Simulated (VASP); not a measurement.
Wanted: the native input for a VASP 6.6.1 run.

```yaml
Task: single point
Functional: PBEsol
Potentials_or_basis: VASP PAW PBE potentials, release 64 (Cu)
Cutoff: 520 eV
k_mesh: 12 × 12 × 4
Occupations: fermi-dirac, width 0.05 eV
Spin: no spin polarisation
Dipole_correction: no
Further_INCAR_settings: ALGO = Normal; EDIFF = 1e-06; NBANDS = 30
```

The structure of Cu lies in POSCAR:

```
Cu
1.0
    2.4795138241      0.0000000000      0.0000000000
   -1.2397569121      2.1473219607      0.0000000000
    0.0000000000      0.0000000000      8.0737244253
Cu
4
Direct
    0.6666666667      0.3333333333      0.7500000000
    0.0000000000      0.0000000000      0.5000000000
    0.3333333333      0.6666666667      0.2500000000
    0.0000000000      0.0000000000      0.0000000000
```

This isn't the form of Cu at room conditions, which is fcc.

The input as run:

INCAR

```
  ALGO = Normal
  EDIFF = 1E-6
  ENCUT = 520
  GGA = PS
  ISIF = 2
  ISMEAR = -1
  LASPH = True
  LCHARG = False
  LREAL = False
  LWAVE = False
  NBANDS = 30
  NELM = 60
  PREC = Accurate
  SIGMA = 0.05
```

KPOINTS

```
k-points
0
Gamma
  12 12 4
```

Potentials or basis: VASP PAW PBE potentials, release 64 (Cu).

Run with:

```sh
$ cat potpaw_PBE.64/Cu/POTCAR > POTCAR
$ mpirun -np 1 vasp_std > vasp.out
```

Results of the run:

- Pressure: 11.0 GPa
- Band gap on the k mesh: zero (bands 22 and 23 overlap by 5.40 eV)

Caveat: the cell stands under pressure; the PAW data sets were made with another functional, which shifts forces and pressure a little.

Run time: 2.1 min on 1 thread of Intel Xeon 8259CL, on a shared host, peak memory 0.18 GiB.
